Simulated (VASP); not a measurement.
Write the native input for VASP 6.6.1 that does the following.

```
Task                   : single point
Functional             : r2SCAN
Potentials or basis    : VASP PAW PBE potentials, release 64 (C)
Cutoff                 : 660 eV
k mesh                 : 13 × 13 × 8
Occupations            : fermi-dirac, width 0.1 eV
Spin                   : no spin polarisation
Dipole correction      : no
Further INCAR settings : ALGO = Normal; EDIFF = 1e-06; NBANDS = 11
```

C:

```
CELL_PARAMETERS angstrom
2.11829 -1.22301 -0.01248
2.11829 1.22301 -0.01248
-1.39376 0.00000 3.17861
ATOMIC_POSITIONS crystal
C 0.83338 0.83338 0.00015
C 0.16662 0.16662 0.99985
```

The input as run:

POSCAR

```
C
1.0
    2.1182856243     -1.2230145639     -0.0124796726
    2.1182856243      1.2230145639     -0.0124796726
   -1.3937616873      0.0000000000      3.1786124298
C
2
Direct
    0.8333836459      0.8333836459      0.0001505074
    0.1666163541      0.1666163541      0.9998494926
```

INCAR.step1

```
SYSTEM = C
ALGO = Normal
EDIFF = 1E-5
ENCUT = 660
GGA = PE
GGA_COMPAT = .False.
ISMEAR = -1
LASPH = .True.
LCHARG = .False.
LREAL = .False.
LWAVE = .True.
NBANDS = 11
NELM = 120
PREC = Accurate
SIGMA = 0.1
```

INCAR.step2

```
SYSTEM = C
ALGO = Normal
EDIFF = 1E-6
ENCUT = 660
GGA_COMPAT = .False.
ISIF = 2
ISMEAR = -1
ISTART = 1
LASPH = .True.
LCHARG = .False.
LMIXTAU = .True.
LREAL = .False.
LWAVE = .False.
METAGGA = R2SCAN
NBANDS = 11
NELM = 120
PREC = Accurate
SIGMA = 0.1
```

KPOINTS

```
k-points
0
Gamma
  13 13 8
  0 0 0
```

Potentials or basis: VASP PAW PBE potentials, release 64 (C).

The run is started by

```console
$ cat potpaw_PBE.64/C/POTCAR > POTCAR
$ cp INCAR.step1 INCAR
$ mpirun -np 1 vasp_std > vasp.out
$ cp INCAR.step2 INCAR
$ mpirun -np 1 vasp_std > vasp.out
```

It gave:

```yaml
Pressure: 5.0 GPa
```

Caveat: the cell stands under pressure; the PAW data sets were made with another functional, which shifts forces and pressure a little.

Wall time 2.7 min on 1 thread of Intel(R) Xeon(R) Platinum 8488C (Sapphire Rapids) (shared host), peak memory 0.19 GiB.
